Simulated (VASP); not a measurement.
# InAs (I-4m2) in VASP: single point with r2SCAN

Aim: the single point of InAs with r2SCAN.

All numbers are computed with VASP 6.6.1; they aren't measurements. Logs are shortened: lines on timing, memory, paths and dates and some standing lists are left out, and cuts for length are marked.

### 1 The cell of the first run

Symmetry: I-4m2, No. 119, tetragonal system. The conventional cell has a = 4.449 Å, b = 4.449 Å, c = 5.905 Å, α = 90.00°, β = 90.00°, γ = 90.00°. In (site symmetry -4m2) has 4 As at 2.67 Å within 3.5 Å. Within 3.5 Å of As (site symmetry -4m2) lie 4 In at 2.67 Å.

### 2 Single point, r2SCAN, non-collinear spin, zero start, spin-orbit coupling (epitaxial xy strain +3.0%)

POSCAR reads:

```
InAs
1.0
    0.0000000000      3.1462281872      2.9527074487
    3.1462281872      0.0000000000      2.9527074487
    3.1462281872      3.1462281872      0.0000000000
In As
1 1
Direct
    0.0000000000      0.0000000000      0.0000000000
    0.2500000000      0.2500000000      0.2500000000
```

INCAR.step1 reads:

```
SYSTEM = InAs
  PREC = Accurate
  ENCUT = 520
  ISMEAR = -1
  SIGMA = 0.02
  LREAL = .FALSE.
  LASPH = .TRUE.
  NELM = 150
  LNONCOLLINEAR = .TRUE.
  MAGMOM = 0 0 0 0 0 0
  LSORBIT = .TRUE.
  GGA_COMPAT = .FALSE.
  NBANDS = 30
  GGA = PE
  ALGO = Normal
  EDIFF = 1E-4
  LWAVE = .TRUE.
  LCHARG = .FALSE.
```

INCAR.step2 reads:

```
SYSTEM = InAs
  PREC = Accurate
  ENCUT = 520
  EDIFF = 1E-6
  ISMEAR = -1
  SIGMA = 0.02
  LREAL = .FALSE.
  LASPH = .TRUE.
  NELM = 150
  ALGO = Normal
  ISIF = 2
  LWAVE = .FALSE.
  LCHARG = .FALSE.
  LNONCOLLINEAR = .TRUE.
  MAGMOM = 0 0 0 0 0 0
  LORBIT = 11
  LSORBIT = .TRUE.
  GGA_COMPAT = .FALSE.
  LORBMOM = .TRUE.
  METAGGA = R2SCAN
  LMIXTAU = .TRUE.
  NBANDS = 30
  ISTART = 1
```

KPOINTS reads:

```
regular mesh
0
G
  8 8 8
  0 0 0
```

Potentials or basis: VASP PAW PBE potentials, release 64 (In_d, As).

Started as:

```sh
> cat potpaw_PBE.64/In_d/POTCAR potpaw_PBE.64/As/POTCAR > POTCAR
> cp INCAR.step1 INCAR
> mpirun -np 1 vasp_ncl > vasp.out
> cp INCAR.step2 INCAR
> mpirun -np 1 vasp_ncl > vasp.out
```

OUTCAR:

```text
SYSTEM = InAs
   PREC = Accurate
   ENCUT = 520
   EDIFF = 1E-6
   ISMEAR = -1
   LREAL = .FALSE.
   LASPH = .TRUE.
   NELM = 150
   ISIF = 2
   LNONCOLLINEAR = .TRUE.
   LORBIT = 11
   LSORBIT = .TRUE.
   METAGGA = R2SCAN
   ISTART = 1

 ion  position               nearest neighbor table
   1  0.000  0.000  0.000-   2 2.67   2 2.67   2 2.67   2 2.67
   2  0.250  0.250  0.250-   1 2.67   1 2.67   1 2.67   1 2.67

  LATTYP: Found a body centered tetragonal cell.
 ALAT       =     4.4494385727
 C/A-ratio  =     1.3272269750

  Lattice vectors:

 A1 = (   0.0000000000,  -3.1462281872,  -2.9527074487)
 A2 = (   0.0000000000,   3.1462281872,  -2.9527074487)
 A3 = (   3.1462281872,   0.0000000000,   2.9527074487)

Analysis of symmetry for initial positions (statically):
=====================================================================
 Subroutine PRICEL returns:
 Original cell was already a primitive cell.

 Routine SETGRP: Setting up the symmetry group for a
 body centered tetragonal supercell.

 Subroutine GETGRP returns: Found  8 space group operations
 (whereof  8 operations were pure point group operations)
 out of a pool of 16 trial point group operations.

The static configuration has the point symmetry D_2d.

Analysis of symmetry for dynamics (positions and initial velocities):
=====================================================================
 Subroutine PRICEL returns:
 Original cell was already a primitive cell.

 Routine SETGRP: Setting up the symmetry group for a
 body centered tetragonal supercell.

 Subroutine GETGRP returns: Found  8 space group operations
 (whereof  8 operations were pure point group operations)
 out of a pool of 16 trial point group operations.

The dynamic configuration has the point symmetry D_2d.

Analysis of structural, dynamic, and magnetic symmetry:
=====================================================================
 Subroutine PRICEL returns:
 Original cell was already a primitive cell.

 Routine SETGRP: Setting up the symmetry group for a
 body centered tetragonal supercell.

 Subroutine GETGRP returns: Found  8 space group operations
 (whereof  8 operations were pure point group operations)
 out of a pool of 16 trial point group operations.

The overall configuration has the point symmetry D_2d.

 Subroutine INISYM returns: Found  8 space group operations
 (whereof  8 operations are pure point group operations),
 and found     1 'primitive' translations

----------------------------------------------------------------------------------------

                                     Primitive cell

  volume of cell :      58.4562

  direct lattice vectors                    reciprocal lattice vectors
     0.000000000  3.146228187  2.952707449    -0.158920450  0.158920450  0.169336112
     3.146228187  0.000000000  2.952707449     0.158920450 -0.158920450  0.169336112
     3.146228187  3.146228187  0.000000000     0.158920450  0.158920450 -0.169336112

  length of vectors
     4.314769181  4.314769181  4.449438573     0.281400316  0.281400316  0.281400316

  position of ions in fractional coordinates (direct lattice)
     0.000000000  0.000000000  0.000000000
     0.250000000  0.250000000  0.250000000

  ion indices of the primitive-cell ions
   primitive index   ion index
                 1           1
                 2           2

----------------------------------------------------------------------------------------

 KPOINTS: regular mesh

Automatic generation of k-mesh.
 Grid dimensions read from file:
 generate k-points for:    8    8    8

 Generating k-lattice:

  Cartesian coordinates                     Fractional coordinates (reciprocal lattice)
    -0.019865056  0.019865056  0.021167014     0.125000000 -0.000000000  0.000000000
     0.019865056 -0.019865056  0.021167014    -0.000000000  0.125000000  0.000000000
[... 97 lines left out ...]

 Free energy of the ion-electron system (eV)
  ---------------------------------------------------
  ext. energy  EPLUGINS =         0.00000000
  ---------------------------------------------------
  free energy    TOTEN  =       -38.08220960 eV

  energy without entropy =      -38.08220259  energy(sigma->0) =      -38.08220610

 E-fermi :   3.8539     XC(G=0):  -9.4043

 val. band max:        3.7382550444   @ k =   0.0000   0.0000   0.0000
 cond. band min:       3.9545566443   @ k =   0.0000   0.0000   0.0000
 fundamental gap:      0.2163015998
 Fermi energy:         3.8538564140

 k-point     1 :       0.0000    0.0000    0.0000
  band No.  band energies     occupation
      1     -11.5012      1.00000
      2     -11.5012      1.00000
      3     -11.4871      1.00000
      4     -11.4871      1.00000
      5     -10.6928      1.00000
      6     -10.6928      1.00000
[... 781 lines left out ...]
     29      15.1620      0.00000
     30      15.1806      0.00000

 [... further k-points ...]

------------------------ aborting loop because EDIFF is reached ----------------------------------------

  FORCE on cell =-STRESS in cart. coord.  units (eV):
  Direction    XX          YY          ZZ          XY          YZ          ZX
  --------------------------------------------------------------------------------------
  -------------------------------------------------------------------------------------
  Total       -0.7841089     -0.7841089     -0.0156722      0.0000000     -0.0000000      0.0000000
  in kB      -21.4909737    -21.4909737     -0.4295455      0.0000000     -0.0000000      0.0000000
  external PRESSURE =     -14.4704976 kB  Pullay stress =       0.0000000 kB

 VOLUME and BASIS-vectors are now :
 -----------------------------------------------------------------------------
  energy-cutoff  :      520.00
  volume of cell :       58.46
      direct lattice vectors                 reciprocal lattice vectors
     0.000000000  3.146228187  2.952707449    -0.158920450  0.158920450  0.169336112
     3.146228187  0.000000000  2.952707449     0.158920450 -0.158920450  0.169336112
     3.146228187  3.146228187  0.000000000     0.158920450  0.158920450 -0.169336112

 POSITION                                       TOTAL-FORCE (eV/Angst)
 -----------------------------------------------------------------------------------
      0.00000      0.00000      0.00000         0.000000      0.000000      0.000000
      1.57311      1.57311      1.47635        -0.000000     -0.000000     -0.000000
 -----------------------------------------------------------------------------------
    total drift:                               -0.000004     -0.000004     -0.000002

  FREE ENERGIE OF THE ION-ELECTRON SYSTEM (eV)
  ---------------------------------------------------
  free  energy   TOTEN  =       -38.0822095991 eV

  energy  without entropy=      -38.0822025948  energy(sigma->0) =      -38.08220610

 orbital moment (x)

 # of ion     p       d       tot
 ----------------------------------------
  1         0.000   0.000   0.000
  2        -0.000  -0.000  -0.000
 ----------------------------------------
            0.000   0.000   0.000

 orbital moment (y)

 # of ion     p       d       tot
 ----------------------------------------
  1         0.000   0.000   0.000
  2        -0.000  -0.000  -0.000
 ----------------------------------------
           -0.000   0.000   0.000

 orbital moment (z)

 # of ion     p       d       tot
 ----------------------------------------
  1         0.000   0.000   0.000
  2         0.000   0.000   0.000
 ----------------------------------------
            0.000   0.000   0.000

 Spin-Orbit-Coupling matrix elements

 Ion:    1  E_soc:     -0.0673065
 l=   1
     0.0000000    -0.0050127    -0.0050037
    -0.0050127     0.0000000    -0.0050127
    -0.0050037    -0.0050127     0.0000000
 l=   2
     0.0000000    -0.0012497     0.0000000    -0.0012497    -0.0049527
    -0.0012497     0.0000000    -0.0037162    -0.0012593    -0.0012401
     0.0000000    -0.0037162     0.0000000    -0.0037162     0.0000000
    -0.0012497    -0.0012593    -0.0037162     0.0000000    -0.0012401
    -0.0049527    -0.0012401     0.0000000    -0.0012401     0.0000000
 l=   3
     0.0000000     0.0000000     0.0000000     0.0000000     0.0000000     0.0000000     0.0000000
     0.0000000     0.0000000     0.0000000     0.0000000     0.0000000     0.0000000     0.0000000
     0.0000000     0.0000000     0.0000000     0.0000000     0.0000000     0.0000000     0.0000000
     0.0000000     0.0000000     0.0000000     0.0000000     0.0000000     0.0000000     0.0000000
     0.0000000     0.0000000     0.0000000     0.0000000     0.0000000     0.0000000     0.0000000
     0.0000000     0.0000000     0.0000000     0.0000000     0.0000000     0.0000000     0.0000000
     0.0000000     0.0000000     0.0000000     0.0000000     0.0000000     0.0000000     0.0000000

 Ion:    2  E_soc:     -0.0252249
 l=   1
     0.0000000    -0.0042690    -0.0040681
    -0.0042690     0.0000000    -0.0042690
    -0.0040681    -0.0042690     0.0000000
 l=   2
     0.0000000    -0.0000012     0.0000000    -0.0000012    -0.0000005
    -0.0000012     0.0000000    -0.0000008    -0.0000011    -0.0000004
     0.0000000    -0.0000008     0.0000000    -0.0000008     0.0000000
    -0.0000012    -0.0000011    -0.0000008     0.0000000    -0.0000004
    -0.0000005    -0.0000004     0.0000000    -0.0000004     0.0000000
 l=   3
     0.0000000     0.0000000     0.0000000     0.0000000     0.0000000     0.0000000     0.0000000
     0.0000000     0.0000000     0.0000000     0.0000000     0.0000000     0.0000000     0.0000000
     0.0000000     0.0000000     0.0000000     0.0000000     0.0000000     0.0000000     0.0000000
     0.0000000     0.0000000     0.0000000     0.0000000     0.0000000     0.0000000     0.0000000
     0.0000000     0.0000000     0.0000000     0.0000000     0.0000000     0.0000000     0.0000000
     0.0000000     0.0000000     0.0000000     0.0000000     0.0000000     0.0000000     0.0000000
     0.0000000     0.0000000     0.0000000     0.0000000     0.0000000     0.0000000     0.0000000

 total charge

# of ion       s       p       d       tot
------------------------------------------
    1        0.835   0.707   9.884  11.426
    2        1.218   1.577   0.020   2.814
--------------------------------------------------
tot          2.053   2.284   9.904  14.241

 magnetization (x)

# of ion       s       p       d       tot
------------------------------------------
    1       -0.000   0.000  -0.000  -0.000
    2       -0.000   0.000   0.000   0.000
--------------------------------------------------
tot         -0.000   0.000  -0.000  -0.000

 magnetization (y)

# of ion       s       p       d       tot
------------------------------------------
    1        0.000   0.000   0.000   0.000
    2        0.000  -0.000   0.000  -0.000
--------------------------------------------------
tot          0.000  -0.000   0.000  -0.000

 magnetization (z)

# of ion       s       p       d       tot
------------------------------------------
    1        0.000   0.000   0.000   0.000
    2        0.000   0.000   0.000   0.000
--------------------------------------------------
tot          0.000   0.000   0.000   0.000
```

It took 15 min on 1 thread of Intel Xeon 6975P-C (Granite Rapids), shared host; peak memory 0.54 GiB.

What came out:

* Free energy: -38.0822 eV
* Pressure: -1.4 GPa
* Net moment: 0.00 μB per cell
* Valence electrons inside the program's atomic spheres: In 11.43; As 2.81

Moments on the atoms (μB; x, y, z):
```
In  0.00 0.00 0.00
As  0.00 0.00 0.00
```

Caveat: the cell differs from its parent crystal (epitaxial xy strain +3.0%); the PAW data sets were made with another functional, which shifts forces and pressure a little.
